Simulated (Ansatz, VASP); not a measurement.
# One calculation of Mo, two programs

```
CELL_PARAMETERS angstrom
2.73551 0.00000 0.00000
-1.36776 2.36902 0.00000
0.00000 0.00000 2.42742
ATOMIC_POSITIONS crystal
Mo 0.00000 0.00000 0.50000
```

Change from the starting cell: strain +0.000 along x and y, -0.050 along z, atoms carried along.

Alike in both runs: task single point; functional PBEsol; k mesh 18 × 18 × 18; occupations gaussian, width 0.15 eV; no spin polarisation.

|  | VASP | Ansatz |
| --- | --- | --- |
| version | VASP 6.6.1 | Ansatz 0.2.0 |
| potentials or method | VASP PAW PBE potentials, release 64 (Mo_sv), cutoff 520 eV | scalar-relativistic, plane waves, PAW |
| valence electrons in the cell | 14 | 14 |

```tsv
	VASP	Ansatz	Ansatz less VASP
gap on the k mesh at the Fermi level (eV)	none	none	-
pressure (GPa)	9.2	8.5	-0.75
traceless stress, the component that is largest in VASP (GPa)	6.42	5.95	-0.471
```

VASP's potentials were made for PBE, not for PBEsol. A gap of «none» marks a metal or a gap that the smearing closes.
